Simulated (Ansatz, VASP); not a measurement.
# CuO: VASP beside Ansatz

```
Cu O
1.0
     1.99097   -2.15355    0.00000
     1.99097    2.15355    0.00000
     0.00000    0.00000    5.15593
Cu O
2 2
Direct
  0.50000 0.00000 0.00000
  0.00000 0.50000 0.50000
  0.50000 0.50000 0.25000
  0.50000 0.50000 0.75000
```

Alike in both runs: functional PBE; k mesh 8 × 8 × 5; occupations fermi-dirac, width 0.05 eV; no spin polarisation.

|  | VASP | Ansatz |
| --- | --- | --- |
| version | VASP 6.6.1 | Ansatz 0.2.0 |
| potentials or method | VASP PAW PBE potentials, release 64 (Cu_sv_GW, O) | Ansatz PAW |
| plane-wave cutoff (eV) | 820 | 420 |
| valence electrons in the cell | 50 | 50 |
| task | single point | band structure |

Ansatz gave:

* gap on the k mesh at the Fermi level (eV): none
* pressure (GPa): 1.4
* traceless stress, the component that is largest in VASP (GPa): 0.71

Q: Which values does VASP return?

A: gap on the k mesh at the Fermi level (eV): none; pressure (GPa): 0.8; traceless stress, the component that is largest in VASP (GPa): 0.67.

A gap of «none» marks a metal or a gap that the smearing closes. With one functional, cell and mesh, what is left measures potentials, basis and numerics.
